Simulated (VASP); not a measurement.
A run of VASP 6.6.1:

INCAR

```
SYSTEM = ZrB
PREC = Accurate
ENCUT = 500
EDIFF = 1E-6
ISMEAR = 0
SIGMA = 0.05
LREAL = .FALSE.
LASPH = .TRUE.
NELM = 120
ALGO = Normal
ISIF = 2
LWAVE = .FALSE.
LCHARG = .TRUE.
GGA = PE
LELF = .TRUE.
LVHAR = .TRUE.
NBANDS = 14
GGA_COMPAT = .FALSE.
```

KPOINTS

```
regular mesh
0
G
  12 12 12
  0 0 0
```

The input POSCAR:

```
ZrB
1.0
    0.0000000000      2.3327256626      2.3327256626
    2.3327256626      0.0000000000      2.3327256626
    2.3327256626      2.3327256626      0.0000000000
Zr B
1 1
Direct
    0.5000000000      0.5000000000      0.5000000000
    0.0000000000      0.0000000000      0.0000000000
```

Potentials or basis: VASP PAW PBE potentials, release 64 (Zr_sv, B).

Launch:

```console
$ cat potpaw_PBE.64/Zr_sv/POTCAR potpaw_PBE.64/B/POTCAR > POTCAR
$ mpirun -np 1 vasp_std > vasp.out
```

Hardware: 1 thread of Intel(R) Xeon(R) Platinum 8488C (Sapphire Rapids), on a shared host.

**Question.** Estimate the wall time of this run.

**Answer.** Wall time 12 s on 1 thread of Intel(R) Xeon(R) Platinum 8488C (Sapphire Rapids) (shared host), peak memory 0.15 GiB. Counts: scf iterations 13, k points 72.
